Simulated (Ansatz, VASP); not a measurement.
**Two plane-wave programs on Hg**

```
Hg
1.0
     3.09361    0.00000    0.00000
     0.00000    3.09361    0.00000
     0.00000    0.00000    3.09361
Hg
1
Cartesian
  0.0000 0.0000 0.0000
```

Alike in both runs: functional PBE; k mesh 12 × 12 × 12; occupations fermi-dirac, width 0.05 eV; no spin polarisation.

Ansatz relaxed the structure, and its values are those at the end. VASP's run is a single point on that final structure, the one shown.

|  | VASP | Ansatz |
| --- | --- | --- |
| version | VASP 6.6.1 | Ansatz 0.2.0 |
| potentials or method | VASP PAW PBE potentials, release 64 (Hg) | PAW with Ansatz's default frozen-core files, scalar-relativistic |
| plane-wave cutoff (eV) | 520 | 420 |
| valence electrons in the cell | 12 | 20 |

```tsv
	VASP	Ansatz	Ansatz less VASP
pressure (GPa)	0.1	0.0	-0.18
```

With one functional, cell and mesh, what is left measures potentials, basis and numerics. VASP's potentials hold 12 valence electrons a cell and Ansatz's 20, so a difference there can come from the potentials and not from the codes.

Neither program's run includes spin-orbit coupling.
